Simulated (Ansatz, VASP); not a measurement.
## KF in VASP and in Ansatz

File INCAR:

```
SYSTEM = KF
  ALGO = Normal
  EDIFF = 1E-6
  ENCUT = 520
  GGA = CA
  ISIF = 2
  ISMEAR = 0
  LASPH = .True.
  LCHARG = .False.
  LREAL = .False.
  LWAVE = .False.
  NBANDS = 15
  NELM = 100
  PREC = Accurate
  SIGMA = 0.05
```

File KPOINTS:

```
k-points
0
Gamma
  8 8 8
  0 0 0
```

The input POSCAR:

```
KF
1.0
   -0.1368372124      2.5288227694      2.5288227694
    2.5288227694     -0.1368372124      2.5288227694
    2.5288227694      2.5288227694     -0.1368372124
K F
1 1
Direct
    0.0000000000      0.0000000000      0.0000000000
    0.5000000000      0.5000000000      0.5000000000
```

Input for Ansatz:

```yaml
crystal:
  lattice:
    - [-0.1368372124, 2.5288227694, 2.5288227694]
    - [2.5288227694, -0.1368372124, 2.5288227694]
    - [2.5288227694, 2.5288227694, -0.1368372124]
  atoms:
    - { symbol: K, position: [0.0, 0.0, 0.0] }
    - { symbol: F, position: [0.5, 0.5, 0.5] }
basis:
  ecutwfc: 520.0
kpoints:
  mp_grid: { grid: [8, 8, 8] }
hamiltonian:
  xc: lda
scf:
  occupations: { method: gaussian, width: 0.05 }
output:
  forces: true
  stress: true
  eigenvalues: true
  write_density: true
  write_potential: true
  elf: true
  volumetric_format: npy
```

Alike in both runs: task single point; functional LDA; k mesh 8 × 8 × 8; occupations gaussian, width 0.05 eV; no spin polarisation.

|  | VASP | Ansatz |
| --- | --- | --- |
| version | VASP 6.6.1 | Ansatz 0.2.0 |
| potentials or method | VASP PAW LDA potentials, release 64 (K_sv, F), cutoff 520 eV | scalar-relativistic, plane waves, PAW |
| valence electrons in the cell | 16 | 16 |

VASP gave:

```
gap on the k mesh at the Fermi level (eV)                     : 6.19
least direct gap on the mesh (eV)                             : 6.19
pressure (GPa)                                                : -0.6
traceless stress, the component that is largest in VASP (GPa) : 0.60
```

Task: What did Ansatz give for the same quantities?

Result: gap on the k mesh at the Fermi level (eV): 6.21; least direct gap on the mesh (eV): 6.21; pressure (GPa): -0.8; traceless stress, the component that is largest in VASP (GPa): 0.62.

LDA's correlation is that of Perdew and Zunger in VASP and of Perdew and Wang (1992) in Ansatz.
